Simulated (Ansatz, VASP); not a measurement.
# WC in VASP and in Ansatz

```
W C
1.0
     2.66846    0.00000    0.00000
    -1.33423    2.31096    0.00000
     0.00000    0.00000    2.94216
W C
1 1
Direct
  0.00000 0.00000 0.00000
  0.66667 0.33333 0.50000
```

Change from the starting cell: strain -0.080 along x and y, +0.040 along z, atoms carried along.

Alike in both runs: task single point; functional PBE; k mesh 18 × 18 × 16; occupations gaussian, width 0.15 eV; no spin polarisation.

|  | VASP | Ansatz |
| --- | --- | --- |
| version | VASP 6.6.1 | Ansatz 0.2.0 |
| potentials or method | VASP PAW PBE potentials, release 64 (W_sv, C), cutoff 520 eV | scalar-relativistic, plane waves, PAW |
| valence electrons in the cell | 18 | 18 |

|  | VASP | Ansatz | Ansatz less VASP |
| --- | --- | --- | --- |
| gap on the k mesh at the Fermi level (eV) | none | none | - |
| pressure (GPa) | 78.8 | 76.5 | -2.22 |
| traceless stress, the component that is largest in VASP (GPa) | -67.66 | -67.53 | +0.129 |

A gap of «none» marks a metal or a gap that the smearing closes. Both programs put the cell under a high pressure, so it lies far from rest at this level.

Neither program's run includes spin-orbit coupling. Noted on VASP's run: the cell as given lies far from equilibrium.
